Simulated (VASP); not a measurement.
## Al2Cu: single point with PBE

The system is Al2Cu.

```
CELL_PARAMETERS angstrom
4.31350 0.00000 0.00000
0.00000 4.31350 0.00000
0.00000 0.00000 2.80780
ATOMIC_POSITIONS crystal
Al 0.50000 0.00000 0.50000
Al 0.00000 0.50000 0.50000
Cu 0.00000 0.00000 0.00000
```

* Program: VASP 6.6.1
* Task: single point
* Functional: PBE
* Potentials or basis: VASP PAW PBE potentials, release 64 (Al, Cu)
* Cutoff: 520 eV
* k mesh: 10 × 10 × 14
* Occupations: gaussian, width 0.15 eV
* Spin: no spin polarisation
* Dipole correction: no
* Further INCAR settings: ALGO = Fast; EDIFF = 1e-06; NBANDS = 16

```yaml
Pressure: -4.3 GPa
Band_gap_on_the_k_mesh: zero (an odd number of electrons rules out a gap without spin polarisation)
```

Stress tensor (GPa, compression positive):
```
-5.28  0.00  0.00
 0.00 -5.28  0.00
 0.00  0.00 -2.43
```

Levels at points of the mesh, in eV from the Fermi level:
| k point | band 5 | band 6 | band 7 | band 8 | band 9 | band 10 | band 11 | band 12 | band 13 | band 14 |
| --- | --- | --- | --- | --- | --- | --- | --- | --- | --- | --- |
| (0.00, 0.00, 0.00) | -3.72 | -3.72 | -2.57 | -2.57 | -0.90 | 0.62 | 5.00 | 5.00 | 6.43 | 7.04 |
| (0.50, 0.00, 0.00) | -4.17 | -3.73 | -3.71 | -1.42 | 0.98 | 1.14 | 1.20 | 7.43 | 8.48 | 8.67 |
| (0.50, 0.50, 0.00) | -4.20 | -4.11 | -3.73 | -3.73 | -2.34 | 7.98 | 7.98 | 8.21 | 8.35 | 9.72 |
| (0.00, 0.00, 0.50) | -4.49 | -3.84 | -2.62 | 1.76 | 2.60 | 2.60 | 2.70 | 2.70 | 2.96 | 3.35 |
| (0.50, 0.00, 0.50) | -3.93 | -3.90 | -2.82 | -2.09 | -1.38 | 3.69 | 3.76 | 4.27 | 4.42 | 5.17 |
| (0.50, 0.50, 0.50) | -3.73 | -2.96 | -2.23 | -2.23 | -0.44 | -0.30 | -0.06 | -0.06 | 2.56 | 10.29 |

It took 82 s on 1 thread of Intel(R) Xeon(R) Platinum 8559C (Emerald Rapids), on a shared host, peak memory 0.26 GiB.

Caveat: the cell stands under tension.
